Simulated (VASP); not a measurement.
## Tl: single point with LDA

Tl:

```
Tl
1.0
     3.40140    0.00000    0.00000
    -1.70070    2.94570    0.00000
     0.00000    0.00000    5.44300
Tl
2
Direct
  0.33333 0.66667 0.25000
  0.66667 0.33333 0.75000
```

- Program: VASP 6.6.1
- Task: single point
- Functional: LDA
- Potentials or basis: VASP PAW LDA potentials, release 64 (Tl_d)
- Cutoff: 520 eV
- k mesh: 11 × 11 × 6
- Occupations: methfessel-paxton, width 0.01 eV
- Spin: no spin polarisation

```
Pressure               : 0.1 GPa
Band gap on the k mesh : zero (band 13 reaches 10.48 eV, above the bottom of band 14 at 4.51 eV)
```

Stress tensor (GPa, compression positive):
```
-0.28  0.00  0.00
 0.00 -0.28  0.00
 0.00  0.00  0.74
```

Levels at points of the mesh, in eV from the Fermi level:
| k point | band 11 | band 12 | band 13 | band 14 | band 15 | band 16 |
| --- | --- | --- | --- | --- | --- | --- |
| (0.00, 0.00, 0.00) | -10.33 | -5.04 | -2.98 | 8.32 | 8.32 | 10.51 |
| (0.00, 0.00, 0.50) | -8.81 | -8.81 | 3.56 | 3.56 | 9.33 | 9.33 |

It took 35 s on 1 thread of AMD EPYC 9R45 (Zen 5) (shared host), peak memory 0.15 GiB.

Caveat: spin-orbit coupling is left out, which moves the levels of the heavy elements.
